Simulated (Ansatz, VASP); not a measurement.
This is a calculation of AlFe for Ansatz 0.2.0.

File input.yaml:

```yaml
crystal:
  lattice:
    - [2.91, 0.0, 0.0]
    - [0.0, 2.91, 0.0]
    - [0.0, 0.0, 2.91]
  atoms:
    - { symbol: Fe, position: [0.5, 0.5, 0.5], spin: 0.8 }
    - { symbol: Al, position: [0.0, 0.0, 0.0] }
hamiltonian:
  xc: pbesol
  pseudopotentials: { kind: paw }
magnetization:
  spin_polarized: true
  initial_magnetization: 0.8
  spin_locking: { lock_magnetization: hard }
kpoints:
  mp_grid: { grid: [8, 8, 8] }
scf:
  occupations: { method: fermi_dirac, width: 0.05 }
  lower_state_search: "off"
output:
  forces: true
  stress: true
  eigenvalues: true
```

Potentials or basis: Ansatz PAW.

Launch:

```console
$ ansatz run input.yaml --threads 2 --pin off --max-ram 5632MiB --backend cpu --events-out ev --progress --plain --runs-dir out
```

Task: Translate it to VASP 6.6.1. Potentials there: VASP PAW PBE potentials, release 64 (Fe_sv, Al).

Result: As run (the cutoff follows the program's own potentials):

The input INCAR:

```
  PREC = Accurate
  ENCUT = 690
  EDIFF = 1E-6
  ISMEAR = -1
  SIGMA = 0.05
  LREAL = False
  LASPH = True
  NELM = 200
  ALGO = Normal
  ISIF = 2
  LWAVE = False
  LCHARG = False
  ISPIN = 2
  MAGMOM = 0.8 0
  LORBIT = 11
  NUPDOWN = 0.8
  LMAXMIX = 4
  GGA = PS
  NBANDS = 20
  GGA_COMPAT = False
```

File KPOINTS:

```
regular mesh
0
Gamma
  8 8 8
```

The input POSCAR:

```
AlFe
1.0
    2.9100000000      0.0000000000      0.0000000000
    0.0000000000      2.9100000000      0.0000000000
    0.0000000000      0.0000000000      2.9100000000
Fe Al
1 1
Direct
    0.5000000000      0.5000000000      0.5000000000
    0.0000000000      0.0000000000      0.0000000000
```

Potentials or basis: VASP PAW PBE potentials, release 64 (Fe_sv, Al).

Run with:

```console
$ cat potpaw_PBE.64/Fe_sv/POTCAR potpaw_PBE.64/Al/POTCAR > POTCAR
$ mpirun -np 1 vasp_std > vasp.out
```

Both were run:

|  | VASP | Ansatz | Ansatz less VASP |
| --- | --- | --- | --- |
| pressure (GPa) | -11.1 | -10.7 | +0.37 |
| net moment per atom (μB) | 0.40 | 0.40 | 0.000 |
| size of the moment on the site where the two differ most (μB) | 0.80 | 0.84 | +0.035 |

VASP's potentials were made for PBE, not for PBEsol. Site moments also hang on the region over which each program counts them. The functional is the same, so the differences come from potentials, cutoffs and numerics.
